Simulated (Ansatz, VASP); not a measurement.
**One calculation of Pt, two programs**

File INCAR:

```
PREC = Accurate
ENCUT = 600
EDIFF = 1E-6
ISMEAR = -1
SIGMA = 0.05
LREAL = F
LASPH = T
NELM = 80
ALGO = Normal
ISIF = 3
LWAVE = F
LCHARG = F
GGA = PE
IBRION = 2
NSW = 45
EDIFFG = -0.005
```

The input KPOINTS:

```
Automatic mesh
0
Gamma
  17 17 9
```

Contents of POSCAR:

```
Pt
1.0
    2.7612459702      0.0000000000      0.0000000000
   -1.3806229851      2.3913091562      0.0000000000
    0.0000000000      0.0000000000      4.7710746736
Pt
2
Direct
    0.3333333333      0.6666666667      0.2500000000
    0.6666666667      0.3333333333      0.7500000000
```

Input for Ansatz:

```yaml
crystal:
  lattice:
    - [2.7612459702, 0.0, 0.0]
    - [-1.3806229851, 2.3913091562, 0.0]
    - [0.0, 0.0, 4.7710746736]
  atoms:
    - { symbol: Pt, position: [0.3333333333, 0.6666666667, 0.25] }
    - { symbol: Pt, position: [0.6666666667, 0.3333333333, 0.75] }
kpoints:
  mp_grid: { grid: [17, 17, 9] }
scf:
  occupations: { method: fermi_dirac, width: 0.05 }
hamiltonian:
  xc: pbe
  pseudopotentials:
    kind: all_electron
    lapw: { basis_error: 0.0005 }
    relativity: none
output:
  forces: true
  stress: true
  eigenvalues: true
  populations: true
relax:
  f_tol: 0.005
  max_steps: 25
  cell: {}
```

Alike in both runs: task relaxation of cell and atoms; functional PBE; k mesh 17 × 17 × 9; occupations fermi-dirac, width 0.05 eV; no spin polarisation.

|  | VASP | Ansatz |
| --- | --- | --- |
| version | VASP 6.6.1 | Ansatz 0.2.0 |
| potentials or method | VASP PAW PBE potentials, release 64 (Pt), cutoff 600 eV | all-electron LAPW, non-relativistic |

VASP gave:

* relaxed volume (Å³/atom): 15.73
* relaxed cell length with the largest relative difference (Å): 2.760

What did Ansatz give for the same quantities?

Relaxed volume (Å³/atom): 18.34; relaxed cell length with the largest relative difference (Å): 2.936.

Ansatz ran all-electron here, and VASP with PAW potentials.

Neither program's run includes spin-orbit coupling.
